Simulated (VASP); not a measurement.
# SnO2 (Pnnm) in VASP: further runs

Runs on SnO2. Level: PBE. Tasks: single point.

Program: VASP 6.6.1. These are calculated values, not measurements. Logs are shortened: lines on timing, memory, paths and dates and some standing lists are left out, and cuts for length are marked.

### 1 The cell of the first run

The structure is orthorhombic, space group Pnnm (No. 58). Conventional cell: a = 4.884 Å, b = 4.884 Å, c = 3.162 Å, α = 90.00°, β = 90.00°, γ = 90.00°. Within 2.8 Å of Sn (site symmetry 2/m) lie 6 O at 2.08 to 2.12 Å. Within 2.8 Å of O (site symmetry m) lie 3 Sn at 2.08 to 2.12 Å and 1 O at 2.69 Å.

### 2 Single point, PBE (atoms displaced along a vibrational mode, the cell strained)

File INCAR:

```
PREC     = Accurate       # precision mode
ENCUT    = 520            # plane-wave cutoff, eV
EDIFF    = 1E-6           # SCF threshold, eV
ISMEAR   = 0              # smearing method
SIGMA    = 0.05           # smearing width, eV
LREAL    = F              # projectors in reciprocal space
LASPH    = T              # aspherical terms in the spheres
NELM     = 60             # most SCF steps
ALGO     = Normal         # electronic algorithm
ISIF     = 2              # what is computed and relaxed
LWAVE    = F              # write WAVECAR
LCHARG   = T              # write CHGCAR
GGA      = PE             # functional
LELF     = T              # ELF
LVHAR    = T            
NBANDS   = 35             # bands
```

File KPOINTS:

```
Automatic mesh
0
Gamma
  6 6 8
```

File POSCAR:

```
SnO2
1.0
    4.8840370816      0.0000000000      0.0000000000
    0.0000000000      4.8840509251      0.0000000000
    0.0000000000      0.0000000000      3.1624583641
Sn O
2 4
Direct
    0.5000000000      0.5000000000      0.5000000000
    0.0000000000      0.0000000000      0.0000000000
    0.2819646748      0.3312350192      0.0000000000
    0.7819646748      0.1687649808      0.5000000000
    0.2180353252      0.8312350192      0.5000000000
    0.7180353252      0.6687649808      0.0000000000
```

Potentials or basis: VASP PAW PBE potentials, release 64 (Sn_d, O).

Started as:

```
$ cat potpaw_PBE.64/Sn_d/POTCAR potpaw_PBE.64/O/POTCAR > POTCAR
$ mpirun -np 1 vasp_std > vasp.out
```

OUTCAR:

```text
PREC = Accurate
   ENCUT = 520
   EDIFF = 1E-6
   ISMEAR = 0
   LREAL = F
   LASPH = T
   NELM = 60
   ISIF = 2
   GGA = PE

 ion  position               nearest neighbor table
   1  0.500  0.500  0.500-   3 2.08   6 2.08   3 2.08   6 2.08   5 2.12   4 2.12
   2  0.000  0.000  0.000-   4 2.08   5 2.08   4 2.08   5 2.08   3 2.12   6 2.12
   3  0.282  0.331  0.000-   1 2.08   1 2.08   2 2.12
   4  0.782  0.169  0.500-   2 2.08   2 2.08   1 2.12
   5  0.218  0.831  0.500-   2 2.08   2 2.08   1 2.12
   6  0.718  0.669  0.000-   1 2.08   1 2.08   2 2.12

  LATTYP: Found a simple tetragonal cell.
 ALAT       =     4.8840370816
 C/A-ratio  =     0.6475090814

  Lattice vectors:

 A1 = (   4.8840370816,   0.0000000000,   0.0000000000)
 A2 = (   0.0000000000,   4.8840509251,   0.0000000000)
 A3 = (   0.0000000000,   0.0000000000,   3.1624583641)

Analysis of symmetry for initial positions (statically):
=====================================================================
 Subroutine PRICEL returns:
 Original cell was already a primitive cell.

 Routine SETGRP: Setting up the symmetry group for a
 simple tetragonal supercell.

 Subroutine GETGRP returns: Found  8 space group operations
 (whereof  4 operations were pure point group operations)
 out of a pool of 16 trial point group operations.

The static configuration has the point symmetry C_2h.
 The point group associated with its full space group is D_2h.

Analysis of symmetry for dynamics (positions and initial velocities):
=====================================================================
 Subroutine PRICEL returns:
 Original cell was already a primitive cell.

 Routine SETGRP: Setting up the symmetry group for a
 simple tetragonal supercell.

 Subroutine GETGRP returns: Found  8 space group operations
 (whereof  4 operations were pure point group operations)
 out of a pool of 16 trial point group operations.

The dynamic configuration has the point symmetry C_2h.
 The point group associated with its full space group is D_2h.

 Subroutine INISYM returns: Found  8 space group operations
 (whereof  4 operations are pure point group operations),
 and found     1 'primitive' translations

----------------------------------------------------------------------------------------

                                     Primitive cell

  volume of cell :      75.4369

  direct lattice vectors                    reciprocal lattice vectors
     4.884037082  0.000000000  0.000000000     0.204748650  0.000000000  0.000000000
     0.000000000  4.884050925  0.000000000     0.000000000  0.204748070  0.000000000
     0.000000000  0.000000000  3.162458364     0.000000000  0.000000000  0.316209697

  length of vectors
     4.884037082  4.884050925  3.162458364     0.204748650  0.204748070  0.316209697

  position of ions in fractional coordinates (direct lattice)
     0.500000000  0.500000000  0.500000000
     0.000000000  0.000000000  0.000000000
     0.281964675  0.331235019  0.000000000
     0.781964675  0.168764981  0.500000000
     0.218035325  0.831235019  0.500000000
     0.718035325  0.668764981  0.000000000

  ion indices of the primitive-cell ions
   primitive index   ion index
                 1           1
                 2           2
                 3           3
                 4           4
                 5           5
                 6           6

----------------------------------------------------------------------------------------

 KPOINTS: Automatic mesh

Automatic generation of k-mesh.
 Grid dimensions read from file:
 generate k-points for:    6    6    8

 Generating k-lattice:

  Cartesian coordinates                     Fractional coordinates (reciprocal lattice)
     0.034124775  0.000000000  0.000000000     0.166666667  0.000000000  0.000000000
     0.000000000  0.034124678  0.000000000     0.000000000  0.166666667  0.000000000
     0.000000000  0.000000000  0.039526212     0.000000000  0.000000000  0.125000000

  Length of vectors
     0.034124775  0.034124678  0.039526212

  Shift w.r.t. Gamma in fractional coordinates (k-lattice)
     0.000000000  0.000000000  0.000000000

 Subroutine IBZKPT returns following result:
 ===========================================

 Found     80 irreducible k-points:

 Following reciprocal coordinates:
            Coordinates               Weight
  0.000000  0.000000  0.000000      1.000000
  0.166667  0.000000  0.000000      2.000000
  0.000000  0.166667  0.000000      2.000000
  0.333333  0.000000  0.000000      2.000000
  0.000000  0.333333  0.000000      2.000000
  0.500000  0.000000  0.000000      1.000000
[... 16 lines left out ...]
  0.000000  0.500000  0.125000      2.000000
  0.166667  0.166667  0.125000      8.000000
 [... further k-points ...]
   k-points           NKPTS =     80   k-points in BZ     NKDIM =     80   number of bands    NBANDS=     35
   number of dos      NEDOS =    301   number of ions     NIONS =      6
   total plane-waves  NPLWV =  31104
   dimension x,y,z NGX =    36 NGY =   36 NGZ =   24
   dimension x,y,z NGXF=    72 NGYF=   72 NGZF=   48
   ions per type =               2   4
   NGX,Y,Z   is equivalent  to a cutoff of  12.25, 12.25, 12.62 a.u.
   NGXF,Y,Z  is equivalent  to a cutoff of  24.51, 24.51, 25.23 a.u.
 SYSTEM =  unknown system
   PREC   = accura    normal or accurate (medium, high low for compatibility)
   ISTART =      0    job   : 0-new  1-cont  2-samecut
   ICHARG =      2    charge: 1-file 2-atom 10-const
   ISPIN  =      1    spin polarized calculation?
   LNONCOLLINEAR =      F non collinear calculations
   LSORBIT =      F    spin-orbit coupling
   LASPH  =      T    aspherical Exc in radial PAW
   ENCUT  =  520.0 eV  38.22 Ry    6.18 a.u.   9.08  9.08  5.88*2*pi/ulx,y,z
   NELM   =     60;   NELMIN=  2; NELMDL= -5     # of ELM steps
   EDIFF  = 0.1E-05   stopping-criterion for ELM
   LREAL  =      F    real-space projection
   EDIFFG = 0.1E-04   stopping-criterion for IOM
   NSW    =      0    number of steps for IOM
   IBRION =     -1    ionic relax: 0-MD 1-quasi-New 2-CG
   NFREE  =      0    steps in history (QN), initial steepest desc. (CG)
   ISIF   =      2    stress and relaxation
   ISYM   =      2    0-nonsym 1-usesym 2-fastsym
   POTIM  = 0.5000    time-step for ionic-motion
   TEBEG  =    0.0;   TEEND  =   0.0 temperature during run
   PSTRESS=    0.0 pullay stress
   NELECT =      52.0000    total number of electrons
   NUPDOWN=      -1.0000    fix difference up-down
   EMIN   =  10.00;   EMAX   =-10.00  energy-range for DOS
   EFERMI =   0.00;   METHOD = LEGACY
   ISMEAR =     0;   SIGMA  =   0.05  broadening in eV -4-tet -1-fermi 0-gaus
   EFERMI_NEDOS =   21; number of points for ismear=-14 and -15
   IALGO  =     38    algorithm
   IMIX   =      4    mixing-type and parameters
     AMIX     =   0.40;   BMIX     =  1.00
     AMIX_MAG =   1.60;   BMIX_MAG =  1.00
  volume/ion in A,a.u.               =      12.57        84.85
  Fermi-wavevector in a.u.,A,eV,Ry     =   1.446154  2.732835 28.454710  2.091362
  Thomas-Fermi vector in A             =   2.564255
   LORBIT       =      0    0 simple, 1 ext, 2 COOP (PROOUT), +10 PAW based schemes
   GGA     = PE    functional components
   LHFCALC =     F    Hartree Fock is set to
   AEXX    =    0.0000 exact exchange contribution
   IVDW    =     0    specifies the selected vdW correction
   LEPSILON=     F    determine dielectric tensor
   LRPA    =     F    only Hartree local field effects (RPA)
 non-spin polarized calculation
 Gauss-broadening in eV      SIGMA  =   0.05
  energy-cutoff  :      520.00
  volume of cell :       75.44
 maximum number of plane-waves:      2060
   NGX = 19   NGY = 19   NGZ = 11

 number of electron      52.0000002 magnetization

 Free energy of the ion-electron system (eV)
  ---------------------------------------------------
  ext. energy  EPLUGINS =         0.00000000
  ---------------------------------------------------
  free energy    TOTEN  =       -37.22387611 eV

  energy without entropy =      -37.22387611  energy(sigma->0) =      -37.22387611

 E-fermi :   5.5943     XC(G=0): -10.9749

 val. band max:        5.3670755036   @ k =   0.1667   0.0000   0.0000
 cond. band min:       6.3760828735   @ k =   0.0000   0.0000   0.0000
 fundamental gap:      1.0090073699
 Fermi energy:         5.5943033843

 k-point     1 :       0.0000    0.0000    0.0000
  band No.  band energies     occupation
      1     -15.5209      2.00000
      2     -14.9209      2.00000
      3     -14.6593      2.00000
      4     -14.6257      2.00000
      5     -14.6208      2.00000
      6     -14.5372      2.00000
[... 27 lines left out ...]
     34      17.1067      0.00000
     35      17.3286      0.00000

 k-point     2 :       0.1667    0.0000    0.0000
  band No.  band energies     occupation
      1     -15.4854      2.00000
      2     -14.9585      2.00000
      3     -14.6572      2.00000
      4     -14.6241      2.00000
      5     -14.6198      2.00000
      6     -14.5606      2.00000
[... 27 lines left out ...]
     34      17.1556      0.00000
     35      17.4465      0.00000

 k-point     3 :       0.0000    0.1667    0.0000
  band No.  band energies     occupation
      1     -15.4864      2.00000
      2     -14.9598      2.00000
      3     -14.6576      2.00000
      4     -14.6240      2.00000
      5     -14.6198      2.00000
      6     -14.5618      2.00000
[... 27 lines left out ...]
     34      16.8341      0.00000
     35      17.3943      0.00000
[... 723 lines left out ...]
 k-point    23 :       0.0000    0.5000    0.1250
  band No.  band energies     occupation
      1     -15.1935      2.00000
      2     -15.1935      2.00000
      3     -14.7548      2.00000
      4     -14.7548      2.00000
      5     -14.5902      2.00000
      6     -14.5902      2.00000
[... 27 lines left out ...]
     34      17.4530      0.00000
     35      17.8087      0.00000

 k-point    24 :       0.1667    0.1667    0.1250
  band No.  band energies     occupation
      1     -15.3914      2.00000
      2     -14.9475      2.00000
      3     -14.7616      2.00000
      4     -14.7512      2.00000
      5     -14.6250      2.00000
      6     -14.5545      2.00000
[... 27 lines left out ...]
     34      17.2320      0.00000
     35      17.5298      0.00000

 [... further k-points ...]

------------------------ aborting loop because EDIFF is reached ----------------------------------------

  FORCE on cell =-STRESS in cart. coord.  units (eV):
  Direction    XX          YY          ZZ          XY          YZ          ZX
  --------------------------------------------------------------------------------------
  -------------------------------------------------------------------------------------
  Total       -1.2177048     -0.2400976      2.8824780      0.0000000      0.0000000      0.0000000
  in kB      -25.8623899     -5.0993466     61.2199015      0.0000000      0.0000000      0.0000000
  external PRESSURE =      10.0860550 kB  Pullay stress =       0.0000000 kB

 VOLUME and BASIS-vectors are now :
 -----------------------------------------------------------------------------
  energy-cutoff  :      520.00
  volume of cell :       75.44
      direct lattice vectors                 reciprocal lattice vectors
     4.884037082  0.000000000  0.000000000     0.204748650  0.000000000  0.000000000
     0.000000000  4.884050925  0.000000000     0.000000000  0.204748070  0.000000000
     0.000000000  0.000000000  3.162458364     0.000000000  0.000000000  0.316209697

 POSITION                                       TOTAL-FORCE (eV/Angst)
 -----------------------------------------------------------------------------------
      2.44202      2.44203      1.58123         0.000000      0.000000      0.000000
      0.00000      0.00000      0.00000         0.000000      0.000000      0.000000
      1.37713      1.61777      0.00000         0.089554     -0.114045      0.000000
      3.81914      0.82426      1.58123         0.089554      0.114045      0.000000
      1.06489      4.05979      1.58123        -0.089554     -0.114045     -0.000000
      3.50691      3.26628      0.00000        -0.089554      0.114045     -0.000000
 -----------------------------------------------------------------------------------
    total drift:                                0.000000      0.000000      0.000000

  FREE ENERGIE OF THE ION-ELECTRON SYSTEM (eV)
  ---------------------------------------------------
  free  energy   TOTEN  =       -37.2238761123 eV

  energy  without entropy=      -37.2238761123  energy(sigma->0) =      -37.22387611
```

It took 64 s on 1 thread of Intel Xeon 6975P-C (Granite Rapids), shared host; peak memory 0.29 GiB.

What came out:

```
Free energy            : -37.2239 eV
Pressure               : 1.0 GPa
Largest force          : 0.145 eV/Å
Band gap on the k mesh : 1.01 eV (least direct gap 1.03 eV)
```

Forces in eV/Å, atoms in the order of the input:
```
Sn   0.000  0.000  0.000
Sn   0.000  0.000  0.000
O    0.090 -0.114  0.000
O    0.090  0.114  0.000
O   -0.090 -0.114  0.000
O   -0.090  0.114  0.000
```

Caveat: the cell differs from its parent crystal (atoms displaced along a vibrational mode, the cell strained); spin-orbit coupling is left out, which moves the levels of the heavy elements.

### 3 Single point, PBE (atoms displaced along a vibrational mode, the cell strained)

File INCAR:

```
PREC = Accurate
ENCUT = 520
EDIFF = 1E-7
ISMEAR = 0
SIGMA = 0.05
LREAL = F
LASPH = T
NELM = 60
ALGO = Normal
ISIF = 2
LWAVE = F
LCHARG = F
GGA = PE
NBANDS = 35
```

KPOINTS is that of step 2.

File POSCAR:

```
SnO2
1.0
    4.7715494980      0.0000000000      0.0000000000
    0.0000000000      4.7715630227      0.0000000000
    0.0000000000      0.0000000000      3.3133445725
Sn O
2 4
Direct
    0.5000000000      0.5000000000      0.5000000000
    0.0000000000      0.0000000000      0.0000000000
    0.3311802080      0.2820256502      0.0000000000
    0.8311802080      0.2179743498      0.5000000000
    0.1688197920      0.7820256502      0.5000000000
    0.6688197920      0.7179743498      0.0000000000
```

Potentials or basis: VASP PAW PBE potentials, release 64 (Sn_d, O).

Started as:

```
$ cat potpaw_PBE.64/Sn_d/POTCAR potpaw_PBE.64/O/POTCAR > POTCAR
$ mpirun -np 1 vasp_std > vasp.out
```

Run time: 81 s. Hardware: 1 thread of Intel Xeon 6975P-C (Granite Rapids), shared host; peak memory 0.29 GiB.

The run converged. Its results:

```
Free energy            : -37.2326 eV
Pressure               : -1.4 GPa
Largest force          : 0.191 eV/Å
Band gap on the k mesh : 0.83 eV (least direct gap 0.90 eV)
```

Forces on the atoms (eV/Å):
```
Sn   0.000  0.000  0.000
Sn   0.000  0.000  0.000
O   -0.029  0.189  0.000
O   -0.029 -0.189  0.000
O    0.029  0.189  0.000
O    0.029 -0.189  0.000
```

Stress tensor (GPa, compression positive):
```
 1.42  0.00  0.00
 0.00 -0.03  0.00
 0.00  0.00 -5.74
```

Levels at points of the mesh, in eV from the valence-band top:
```csv
k point,band 24,band 25,band 26,band 27,band 28,band 29
"(0.00, 0.00, 0.00)",-0.50,-0.43,-0.07,0.83,5.50,5.99
"(0.50, 0.00, 0.00)",-1.07,-0.47,-0.47,4.09,4.09,7.10
"(0.00, 0.50, 0.00)",-1.06,-0.24,-0.24,3.80,3.80,6.37
"(0.50, 0.50, 0.00)",-1.22,-0.55,-0.55,4.32,4.32,7.09
"(0.00, 0.00, 0.50)",-1.37,-0.87,-0.87,5.60,5.60,9.52
"(0.50, 0.00, 0.50)",-0.95,-0.41,-0.41,5.82,5.82,7.67
"(0.00, 0.50, 0.50)",-0.67,-0.64,-0.64,5.94,5.94,8.05
"(0.50, 0.50, 0.50)",-0.72,-0.48,-0.48,4.47,4.47,8.83
```

Caveat: the cell differs from its parent crystal (atoms displaced along a vibrational mode, the cell strained); spin-orbit coupling is left out, which moves the levels of the heavy elements.
